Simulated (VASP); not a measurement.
# Pt4Au in VASP: a series of runs

Runs on Pt4Au. Level: PBE. Tasks: single point.

All numbers are computed with VASP 6.6.1; they aren't measurements. Logs are shortened: lines on timing, memory, paths and dates and some standing lists are left out, and cuts for length are marked.

## 1. The cell of the first run

The cell holds a slab with vacuum, 5 atoms: a = 2.807 Å, b = 2.807 Å, c = 25.876 Å, α = 90.00°, β = 90.00°, γ = 120.00°.

## 2. Single point, PBE

The input, INCAR:

```
PREC = Accurate
ENCUT = 520
EDIFF = 1E-6
ISMEAR = 0
SIGMA = 0.1
LREAL = F
LASPH = T
NELM = 80
ALGO = Normal
ISIF = 2
LWAVE = F
LCHARG = T
LDIPOL = T
IDIPOL = 3
DIPOL = 0.5 0.5 0.507
GGA = PE
LELF = T
LVHAR = T
LVACPOTAV = T
NBANDS = 34
```

The input, KPOINTS:

```
Automatic mesh
0
Gamma
  12 12 1
```

The input, POSCAR:

```
Pt4Au
1.0
    2.8072945010      0.0000000000      0.0000000000
   -1.4036472505      2.4311883537      0.0000000000
    0.0000000000      0.0000000000     25.8764390851
Pt Au
4 1
Direct
    0.6666666667      0.3333333333      0.3284841462
    0.3333333333      0.6666666667      0.4170645863
    0.0000000000      0.0000000000      0.5049439397
    0.6666666667      0.3333333333      0.5942888539
    0.0000000000      0.0000000000      0.6903274189
```

Potentials or basis: VASP PAW PBE potentials, release 64 (Pt, Au).

Started as:

```sh
cat potpaw_PBE.64/Pt/POTCAR potpaw_PBE.64/Au/POTCAR > POTCAR
mpirun -np 1 vasp_std > vasp.out
```

OUTCAR:

```text
PREC = Accurate
   ENCUT = 520
   EDIFF = 1E-6
   ISMEAR = 0
   LREAL = F
   LASPH = T
   NELM = 80
   ISIF = 2
   GGA = PE

 ion  position               nearest neighbor table
   1  0.667  0.333  0.328-   2 2.81   2 2.81   2 2.81
   2  0.333  0.667  0.417-   3 2.79   3 2.79   3 2.79   1 2.81   1 2.81   1 2.81
   3  0.000  0.000  0.505-   2 2.79   2 2.79   2 2.79   4 2.82   4 2.82   4 2.82
   4  0.667  0.333  0.594-   3 2.82   3 2.82   3 2.82   5 2.97   5 2.97   5 2.97
   5  0.000  0.000  0.690-   4 2.97   4 2.97   4 2.97

  LATTYP: Found a hexagonal cell.
 ALAT       =     2.8072945010
 C/A-ratio  =     9.2175719633

  Lattice vectors:

 A1 = (   2.8072945010,   0.0000000000,   0.0000000000)
 A2 = (  -1.4036472505,   2.4311883537,   0.0000000000)
 A3 = (   0.0000000000,   0.0000000000,  25.8764390851)

Analysis of symmetry for initial positions (statically):
=====================================================================
 Subroutine PRICEL returns:
 Original cell was already a primitive cell.

 Routine SETGRP: Setting up the symmetry group for a
 hexagonal supercell.

 Subroutine GETGRP returns: Found  6 space group operations
 (whereof  6 operations were pure point group operations)
 out of a pool of 24 trial point group operations.

The static configuration has the point symmetry C_3v.

Analysis of symmetry for dynamics (positions and initial velocities):
=====================================================================
 Subroutine PRICEL returns:
 Original cell was already a primitive cell.

 Routine SETGRP: Setting up the symmetry group for a
 hexagonal supercell.

 Subroutine GETGRP returns: Found  6 space group operations
 (whereof  6 operations were pure point group operations)
 out of a pool of 24 trial point group operations.

The dynamic configuration has the point symmetry C_3v.

 Subroutine INISYM returns: Found  6 space group operations
 (whereof  6 operations are pure point group operations),
 and found     1 'primitive' translations

----------------------------------------------------------------------------------------

                                     Primitive cell

  volume of cell :     176.6083

  direct lattice vectors                    reciprocal lattice vectors
     2.807294501  0.000000000  0.000000000     0.356214854  0.205660742  0.000000000
    -1.403647250  2.431188354  0.000000000     0.000000000  0.411321483  0.000000000
     0.000000000  0.000000000 25.876439085     0.000000000  0.000000000  0.038645194

[... 89 lines left out ...]
   ISIF   =      2    stress and relaxation
   ISYM   =      2    0-nonsym 1-usesym 2-fastsym
   POTIM  = 0.5000    time-step for ionic-motion
   TEBEG  =    0.0;   TEEND  =   0.0 temperature during run
   PSTRESS=    0.0 pullay stress
   NELECT =      51.0000    total number of electrons
   NUPDOWN=      -1.0000    fix difference up-down
   EMIN   =  10.00;   EMAX   =-10.00  energy-range for DOS
   EFERMI =   0.00;   METHOD = LEGACY
   ISMEAR =     0;   SIGMA  =   0.10  broadening in eV -4-tet -1-fermi 0-gaus
   EFERMI_NEDOS =   21; number of points for ismear=-14 and -15
   IALGO  =     38    algorithm
   IMIX   =      4    mixing-type and parameters
     AMIX     =   0.40;   BMIX     =  1.00
     AMIX_MAG =   1.60;   BMIX_MAG =  1.00
  volume/ion in A,a.u.               =      35.32       238.36
  Fermi-wavevector in a.u.,A,eV,Ry     =   1.082085  2.044843 15.931156  1.170907
  Thomas-Fermi vector in A             =   2.218117
   LORBIT       =      0    0 simple, 1 ext, 2 COOP (PROOUT), +10 PAW based schemes
   GGA     = PE    functional components
   LHFCALC =     F    Hartree Fock is set to
   AEXX    =    0.0000 exact exchange contribution
   IVDW    =     0    specifies the selected vdW correction
   LEPSILON=     F    determine dielectric tensor
   LRPA    =     F    only Hartree local field effects (RPA)
 non-spin polarized calculation
 Gauss-broadening in eV      SIGMA  =   0.10
  energy-cutoff  :      520.00
  volume of cell :      176.61
 maximum number of plane-waves:      4800
 NGX is ok and might be reduce to    24
   NGX = 11   NGY = 11   NGZ = 97

 dipolmoment           0.000000      0.000000      0.009976 electrons x Angstroem

 number of electron      50.9999993 magnetization

 dipolmoment           0.000000      0.000000     -0.013859 electrons x Angstroem

 Free energy of the ion-electron system (eV)
  ---------------------------------------------------
  ext. energy  EPLUGINS =         0.00000000
  ---------------------------------------------------
  free energy    TOTEN  =       -26.61289132 eV

  energy without entropy =      -26.56561930  energy(sigma->0) =      -26.58925531

 E-fermi :   1.5421     XC(G=0):  -6.6230

 val. band max:        1.5394475633   @ k =   0.2500   0.0833   0.0000
 cond. band min:       1.5515268553   @ k =   0.3333   0.0833   0.0000
 fundamental gap:      0.0120792920
 Fermi energy:         1.5420665717

 k-point     1 :       0.0000    0.0000    0.0000
  band No.  band energies     occupation
      1      -7.8144      2.00000
      2      -6.8489      2.00000
      3      -5.9788      2.00000
      4      -5.3470      2.00000
      5      -5.2197      2.00000
      6      -2.5378      2.00000
[... 692 lines left out ...]
     33       8.2769      0.00000
     34       8.7874      0.00000

------------------------ aborting loop because EDIFF is reached ----------------------------------------

  FORCE on cell =-STRESS in cart. coord.  units (eV):
  Direction    XX          YY          ZZ          XY          YZ          ZX
  --------------------------------------------------------------------------------------
  -------------------------------------------------------------------------------------
  Total       -3.0225518     -3.0225518      0.0258717      0.0000000     -0.0000000      0.0000000
  in kB      -27.4203652    -27.4203652      0.2347058      0.0000000     -0.0000000      0.0000000
  external PRESSURE =     -18.2020082 kB  Pullay stress =       0.0000000 kB

 VOLUME and BASIS-vectors are now :
 -----------------------------------------------------------------------------
  energy-cutoff  :      520.00
  volume of cell :      176.61
      direct lattice vectors                 reciprocal lattice vectors
     2.807294501  0.000000000  0.000000000     0.356214854  0.205660742  0.000000000
    -1.403647250  2.431188354  0.000000000     0.000000000  0.411321483  0.000000000
     0.000000000  0.000000000 25.876439085     0.000000000  0.000000000  0.038645194

 POSITION                                       TOTAL-FORCE (eV/Angst)
 -----------------------------------------------------------------------------------
      1.40365      0.81040      8.50000        -0.000000      0.000000     -0.074113
     -0.00000      1.62079     10.79215         0.000000     -0.000000      0.093048
      0.00000      0.00000     13.06615        -0.000000     -0.000000     -0.011603
      1.40365      0.81040     15.37808         0.000000      0.000000      0.001645
      0.00000      0.00000     17.86322         0.000000      0.000000     -0.008978
 -----------------------------------------------------------------------------------
    total drift:                               -0.000000     -0.000000      0.000131

  FREE ENERGIE OF THE ION-ELECTRON SYSTEM (eV)
  ---------------------------------------------------
  free  energy   TOTEN  =       -26.6128913244 eV

  energy  without entropy=      -26.5656193041  energy(sigma->0) =      -26.58925531

 vacuum level on the upper side and lower side of the slab         6.890         7.257
```

stdout:

```text
POSCAR found type information on POSCAR PtAu
 POSCAR found :  2 types and       5 ions
 scaLAPACK will be used
 LDA part: xc-table for (Slater+PW92), standard interpolation
 POSCAR, INCAR and KPOINTS ok, starting setup
 FFT: planning ... GRIDC
 FFT: planning ... GRID_SOFT
 FFT: planning ... GRID
 WAVECAR not read
 entering main loop
 -----------------------------------------------------------------------------
|                                                                             |
|           W    W    AA    RRRRR   N    N  II  N    N   GGGG   !!!           |
|           W    W   A  A   R    R  NN   N  II  NN   N  G    G  !!!           |
|           W    W  A    A  R    R  N N  N  II  N N  N  G       !!!           |
|           W WW W  AAAAAA  RRRRR   N  N N  II  N  N N  G  GGG   !            |
|           WW  WW  A    A  R   R   N   NN  II  N   NN  G    G                |
|           W    W  A    A  R    R  N    N  II  N    N   GGGG   !!!           |
|                                                                             |
|     Did not find any points to average over, which means that no vacuum     |
|     field-free region was found. Please increase the size of  your cell     |
|     in the dimension of the dipole correction to obtain accurate            |
|     workfunction values.                                                    |
|                                                                             |
 -----------------------------------------------------------------------------
```

Wall time 4.6 min (1 thread of Intel Xeon 6975P-C (Granite Rapids), shared host); peak memory 0.36 GiB.

What came out:

```
Free energy   : -26.6129 eV
Largest force : 0.093 eV/Å
```

Forces in eV/Å, atoms in the order of the input:
```
Pt   0.000  0.000 -0.074
Pt   0.000  0.000  0.093
Pt   0.000  0.000 -0.012
Pt   0.000  0.000  0.002
Au   0.000  0.000 -0.009
```

Caveat: spin-orbit coupling is left out, which moves the levels of the heavy elements.

## 3. Single point, PBE

The input, INCAR:

```
SYSTEM = Pt4Au
ALGO = Normal
DIPOL = 0.5 0.5 0.507
EDIFF = 1E-6
ENCUT = 520
GGA = PE
IDIPOL = 3
ISIF = 2
ISMEAR = 0
LASPH = .True.
LCHARG = .False.
LDIPOL = .True.
LREAL = .False.
LWAVE = .False.
NBANDS = 34
NELM = 60
PREC = Accurate
SIGMA = 0.1
```

The input, KPOINTS:

```
k-points
0
Gamma
  12 12 1
  0 0 0
```

The input, POSCAR:

```
Pt4Au
1.0
    2.8072945010      0.0000000000      0.0000000000
   -1.4036472505      2.4311883537      0.0000000000
    0.0000000000      0.0000000000     25.8764390851
Pt Au
4 1
Direct
    0.6666666667      0.3333333333      0.3284841462
    0.3333333333      0.6666666667      0.4170645863
    0.0000000000      0.0000000000      0.5050836354
    0.6666666667      0.3333333333      0.5939779260
    0.3333333333      0.6666666667      0.6890318433
```

Potentials or basis: VASP PAW PBE potentials, release 64 (Pt, Au).

Started as:

```sh
cat potpaw_PBE.64/Pt/POTCAR potpaw_PBE.64/Au/POTCAR > POTCAR
mpirun -np 1 vasp_std > vasp.out
```

Wall time 2.9 min (1 thread of Intel Xeon 6975P-C (Granite Rapids), shared host); peak memory 0.37 GiB.

Results (log left out):

| Quantity | Value |
| --- | --- |
| Free energy | -26.6412 eV |
| Largest force | 0.097 eV/Å |

Forces on the atoms (eV/Å):
```
Pt   0.000  0.000 -0.085
Pt   0.000  0.000  0.097
Pt   0.000  0.000 -0.026
Pt   0.000  0.000  0.018
Au   0.000  0.000 -0.003
```

Levels at points of the mesh, in eV from the Fermi level:
```
           k point  band 22  band 23  band 24  band 25  band 26  band 27  band 28  band 29
(0.00, 0.00, 0.00)    -1.52    -1.52    -1.23    -1.23    -0.56    -0.56    -0.39    -0.05
(0.50, 0.00, 0.00)     0.07     0.23     0.38     0.55     0.61     1.99     2.21     2.81
```

Caveat: spin-orbit coupling is left out, which moves the levels of the heavy elements.

## 4. Single point, PBE

The input, INCAR:

```
SYSTEM = Pt4Au
PREC = Accurate
ENCUT = 520
EDIFF = 1E-7
ISMEAR = 0
SIGMA = 0.1
LREAL = .FALSE.
LASPH = .TRUE.
NELM = 80
ALGO = Normal
ISIF = 2
LWAVE = .FALSE.
LCHARG = .TRUE.
LDIPOL = .TRUE.
IDIPOL = 3
DIPOL = 0.5 0.5 0.507
GGA = PE
LELF = .TRUE.
LVHAR = .TRUE.
LVACPOTAV = .TRUE.
NBANDS = 34
```

The input, KPOINTS:

```
regular mesh
0
G
  12 12 1
  0 0 0
```

The input, POSCAR:

```
Pt4Au
1.0
    2.8072945010      0.0000000000      0.0000000000
   -1.4036472505      2.4311883537      0.0000000000
    0.0000000000      0.0000000000     25.8764390851
Pt Au
4 1
Direct
    0.6666666667      0.3333333333      0.3284841462
    0.3333333333      0.6666666667      0.4170645863
    0.0011053834     -0.0011053834      0.5051047317
    0.6688845998      0.3311154002      0.5941583520
    0.3350441471     -0.3350441471      0.6891987819
```

Started as:

```sh
cat potpaw_PBE.64/Pt/POTCAR potpaw_PBE.64/Au/POTCAR > POTCAR
mpirun -np 1 vasp_std > vasp.out
```

It took 7.4 min on 1 thread of Intel Xeon 6975P-C (Granite Rapids), shared host; peak memory 0.44 GiB.

The run converged. Its results:

- Free energy: -26.6412 eV
- Largest force: 0.100 eV/Å

Forces in eV/Å, atoms in the order of the input:
```
Pt  -0.002  0.001 -0.085
Pt   0.005 -0.003  0.100
Pt   0.000  0.000 -0.005
Pt  -0.004  0.002 -0.007
Au   0.001 -0.001 -0.002
```

Levels at points of the mesh, in eV from the Fermi level:
| k point | band 21 | band 22 | band 23 | band 24 | band 25 | band 26 | band 27 | band 28 |
| --- | --- | --- | --- | --- | --- | --- | --- | --- |
| (0.00, 0.00, 0.00) | -2.09 | -1.53 | -1.51 | -1.22 | -1.22 | -0.56 | -0.56 | -0.39 |
| (0.50, 0.00, 0.00) | -0.14 | 0.08 | 0.23 | 0.38 | 0.55 | 0.61 | 1.99 | 2.21 |
| (0.50, 0.50, 0.00) | -0.14 | 0.07 | 0.23 | 0.38 | 0.55 | 0.61 | 1.99 | 2.21 |

Caveat: spin-orbit coupling is left out, which moves the levels of the heavy elements.
